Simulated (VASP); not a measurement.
Here is a VASP 6.6.1 calculation.

INCAR

```
SYSTEM = P
ALGO     = Normal         ! electronic algorithm
EDIFF    = 1E-7           ! SCF threshold, eV
ENCUT    = 520            ! plane-wave cutoff, eV
ISIF     = 2              ! what is computed and relaxed
ISMEAR   = 0              ! smearing method
LASPH    = .TRUE.         ! aspherical terms in the spheres
LCHARG   = .TRUE.         ! write CHGCAR
LELF     = .TRUE.         ! ELF
LREAL    = .FALSE.        ! projectors in reciprocal space
LVHAR    = .TRUE.       
LWAVE    = .FALSE.        ! write WAVECAR
NBANDS   = 12             ! bands
NELM     = 100            ! most SCF steps
PREC     = Accurate       ! precision mode
SIGMA    = 0.05           ! smearing width, eV
```

KPOINTS

```
k-points
0
G
  11 11 6
  0 0 0
```

The input POSCAR:

```
P
1.0
    2.6863706588      0.0000000000      0.0000000000
   -1.3431853294      2.3264652345      0.0000000000
    0.0000000000      0.0000000000      4.4596280238
P
2
Direct
    0.3333333333      0.6666666667      0.2500000000
    0.6666666667      0.3333333333      0.7500000000
```

Potentials or basis: VASP PAW LDA potentials, release 64 (P).

Launch:

```sh
$ cat potpaw_LDA.64/P/POTCAR > POTCAR
$ mpirun -np 1 vasp_std > vasp.out
```

Problem. Estimate the band gap on the k mesh.

Solution. Zero (bands 5 and 6 overlap by 10.34 eV).

Problem. Predict the pressure.

Solution. 0.0 GPa.
